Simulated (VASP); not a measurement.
A run of VASP 6.6.1 is set up as follows.

The input INCAR:

```
SYSTEM = LiH
PREC = Accurate
ENCUT = 520
EDIFF = 1E-6
ISMEAR = 0
SIGMA = 0.01
LREAL = .False.
LASPH = .True.
NELM = 100
ALGO = Normal
ISIF = 2
LWAVE = .False.
LCHARG = .False.
GGA = PE
NBANDS = 9
```

The input KPOINTS:

```
Automatic mesh
0
Gamma
  6 6 6
  0 0 0
```

File POSCAR:

```
LiH
1.0
    0.0000000000      2.1802938366      2.1802938366
    2.1802938366      0.0000000000      2.1802938366
    2.1802938366      2.1802938366      0.0000000000
Li H
1 1
Direct
    0.0000000000      0.0000000000      0.0000000000
    0.2500000000      0.2500000000      0.2500000000
```

Potentials or basis: VASP PAW PBE potentials, release 64 (Li_sv, H).

Launch:

```console
$ cat potpaw_PBE.64/Li_sv/POTCAR potpaw_PBE.64/H/POTCAR > POTCAR
$ mpirun -np 1 vasp_std > vasp.out
```

Task: Predict the band gap on the k mesh.

Result: 4.22 eV, indirect (least direct gap 5.15 eV).

 A k mesh can miss the band edges.
